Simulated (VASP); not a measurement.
Set up this calculation in VASP 6.6.1, as the native input.

| Item | Value |
| --- | --- |
| Task | single point |
| Functional | PBE |
| Potentials or basis | VASP PAW PBE potentials, release 64 (Sc_sv, F) |
| Cutoff | 600 eV |
| k mesh | 7 × 7 × 7 |
| Occupations | gaussian, width 0.2 eV |
| Spin | no spin polarisation |
| Dipole correction | no |
| Further INCAR settings | ALGO = Normal; EDIFF = 1e-06; NBANDS = 16 |

The structure of ScF lies in POSCAR:

```
ScF
1.0
    0.0000000000      2.4147147064      2.4147147064
    2.4147147064      0.0000000000      2.4147147064
    2.4147147064      2.4147147064      0.0000000000
Sc F
1 1
Direct
    0.0000000000      0.0000000000      0.0000000000
    0.5000000000      0.5000000000      0.5000000000
```

The cell was built from a structure type or drawn by symmetry, and may not be a known phase.

The input as run:

INCAR

```
SYSTEM = ScF
PREC     = Accurate       ! precision mode
ENCUT    = 600            ! plane-wave cutoff, eV
EDIFF    = 1E-6           ! SCF threshold, eV
ISMEAR   = 0              ! smearing method
SIGMA    = 0.2            ! smearing width, eV
LREAL    = .False.        ! projectors in reciprocal space
LASPH    = .True.         ! aspherical terms in the spheres
NELM     = 120            ! most SCF steps
ALGO     = Normal         ! electronic algorithm
ISIF     = 2              ! what is computed and relaxed
LWAVE    = .False.        ! write WAVECAR
LCHARG   = .False.        ! write CHGCAR
GGA      = PE             ! functional
NBANDS   = 16             ! bands
GGA_COMPAT= .False.
```

KPOINTS

```
Automatic mesh
0
Gamma
  7 7 7
  0 0 0
```

Potentials or basis: VASP PAW PBE potentials, release 64 (Sc_sv, F).

The run is started by

```console
$ cat potpaw_PBE.64/Sc_sv/POTCAR potpaw_PBE.64/F/POTCAR > POTCAR
$ mpirun -np 1 vasp_std > vasp.out
```

Results of the run:

| Item | Value |
| --- | --- |
| Pressure | 0.5 GPa |
| Band gap on the k mesh | zero (bands 9 and 10 overlap by 0.59 eV) |

It took 16 s on 1 thread of Intel(R) Xeon(R) Platinum 8488C (Sapphire Rapids), on a shared host, peak memory 0.16 GiB.
